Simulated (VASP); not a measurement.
Set up this calculation in VASP 6.6.1, as the native input.

```
Task                   : relaxation of cell and atoms
Functional             : PBE
Potentials or basis    : VASP PAW PBE potentials, release 64 (Sn_d)
Cutoff                 : 600 eV
k mesh                 : 13 × 13 × 13
Occupations            : fermi-dirac, width 0.05 eV
Spin                   : non-collinear spin, zero start, spin-orbit coupling
Starting moments       : [[0.0, 0.0, 0.0]] μB
Dipole correction      : no
Further INCAR settings : ALGO = Normal; EDIFF = 1e-06; IBRION = 2; EDIFFG = -0.005; NSW = 60; ISIF = 3
```

The structure of Sn lies in POSCAR:

```
Sn
1.0
    3.1154964611      0.0000000000      0.0000000000
    0.0000000000      3.1154964611      0.0000000000
    0.0000000000      0.0000000000      3.1154964611
Sn
1
Direct
    0.0000000000      0.0000000000      0.0000000000
```

This isn't the form of Sn at room conditions, which is tetragonal (white tin).

These files were run (other wordings do the same):

INCAR

```
ALGO = Normal
EDIFF = 1E-6
EDIFFG = -0.005
ENCUT = 600
GGA = PE
GGA_COMPAT = F
IBRION = 2
ISIF = 3
ISMEAR = -1
LASPH = T
LCHARG = F
LORBIT = 11
LORBMOM = T
LREAL = F
LSORBIT = T
LWAVE = F
MAGMOM = 0 0 0
NELM = 150
NSW = 60
PREC = Accurate
SIGMA = 0.05
```

KPOINTS

```
k-points
0
Gamma
  13 13 13
```

Potentials or basis: VASP PAW PBE potentials, release 64 (Sn_d).

The run is started by

```sh
$ cat potpaw_PBE.64/Sn_d/POTCAR > POTCAR
$ mpirun -np 1 vasp_ncl > vasp.out
```

It gave:

```yaml
Relaxed_volume: 29.49 Å³/atom
Relaxed_cell: a = 3.090 Å, b = 3.090 Å, c = 3.090 Å, α = 90.00°, β = 90.00°, γ = 90.00°
Space_group_after_relaxing_to_0.1_Å: Pm-3m (No. 221)
Energy_gained_by_relaxing: 2.7 meV/atom
Ionic_steps: 6
Pressure_after_relaxing: 0.0 GPa
Net_moment: 0.00 μB per cell
Valence_electrons_inside_the_program's_atomic_spheres: Sn 12.20
```

Wall time 2.7 min on 1 thread of Intel(R) Xeon(R) 6975P-C (Granite Rapids) (shared host), peak memory 0.31 GiB.
